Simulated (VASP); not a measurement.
**Sn3Te: single point with PBE**

Crystal: Sn3Te.

```xyz
4
Lattice="4.8656 0.0000 0.0000 0.0000 4.8656 0.0000 0.0000 0.0000 4.8656" Properties=species:S:1:pos:R:3 pbc="T T T"
Sn    2.4328    2.4328    0.0000
Sn    2.4328    0.0000    2.4328
Sn    0.0000    2.4328    2.4328
Te    0.0000    0.0000    0.0000
```

```json
{
 "Program": "VASP 6.6.1",
 "Task": "single point",
 "Functional": "PBE",
 "Potentials or basis": "VASP PAW PBE potentials, release 64 (Sn_d, Te)",
 "Cutoff": "520 eV",
 "k mesh": "4 × 4 × 4",
 "Occupations": "gaussian, width 0.1 eV",
 "Spin": "no spin polarisation",
 "Dipole correction": "no",
 "Further INCAR settings": "ALGO = Fast; EDIFF = 1e-06; NBANDS = 32"
}
```

```yaml
Pressure: -0.1 GPa
Band_gap_on_the_k_mesh: zero (band 24 reaches 10.50 eV, above the bottom of band 25 at 7.30 eV)
```

Levels at points of the mesh, in eV from the Fermi level:
```tsv
k point	band 22	band 23	band 24	band 25	band 26	band 27
(0.00, 0.00, 0.00)	-4.23	0.36	0.36	0.36	1.86	1.86
(0.50, 0.00, 0.00)	-1.80	-1.80	-1.54	-0.39	1.79	2.05
(0.50, 0.50, 0.00)	-1.96	-1.95	-0.80	-0.15	-0.15	0.02
(0.50, 0.50, 0.50)	-5.20	-4.41	2.82	2.82	2.82	5.31
```

It took 33 s on 1 thread of AMD EPYC 7R13 Processor (Zen 3), with other jobs on the host, peak memory 0.18 GiB.

Caveat: spin-orbit coupling is left out, which moves the levels of the heavy elements.
